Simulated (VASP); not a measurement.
A run of VASP 6.6.1:

The input INCAR:

```
PREC     = Accurate       # precision mode
ENCUT    = 520            # plane-wave cutoff, eV
EDIFF    = 1E-6           # SCF threshold, eV
ISMEAR   = -1             # smearing method
SIGMA    = 0.05           # smearing width, eV
LREAL    = F              # projectors in reciprocal space
LASPH    = T              # aspherical terms in the spheres
NELM     = 60             # most SCF steps
ALGO     = Normal         # electronic algorithm
ISIF     = 2              # what is computed and relaxed
LWAVE    = F              # write WAVECAR
LCHARG   = T              # write CHGCAR
LELF     = T              # ELF
LVHAR    = T            
NBANDS   = 18             # bands
```

Contents of KPOINTS:

```
Automatic mesh
0
Gamma
  11 11 11
```

Contents of POSCAR:

```
PIr2
1.0
    0.0000000000      2.7398250000      2.7675000000
    2.7398250000      0.0000000000      2.7675000000
    2.7398250000      2.7398250000      0.0000000000
P Ir
1 2
Direct
    0.0000000000      0.0000000000      0.0000000000
    0.2500000000      0.2500000000      0.2500000000
    0.7500000000      0.7500000000      0.7500000000
```

Potentials or basis: VASP PAW LDA potentials, release 64 (P, Ir).

Run with:

```sh
$ cat potpaw_LDA.64/P/POTCAR potpaw_LDA.64/Ir/POTCAR > POTCAR
$ mpirun -np 1 vasp_std > vasp.out
```

Hardware: 1 thread of Intel(R) Xeon(R) 6975P-C (Granite Rapids) (shared host).

**Question.** How long does it take, and how much memory?

**Answer.** Wall time 40 s on 1 thread of Intel(R) Xeon(R) 6975P-C (Granite Rapids) (shared host), peak memory 0.21 GiB. Counts: scf iterations 13, k points 126.
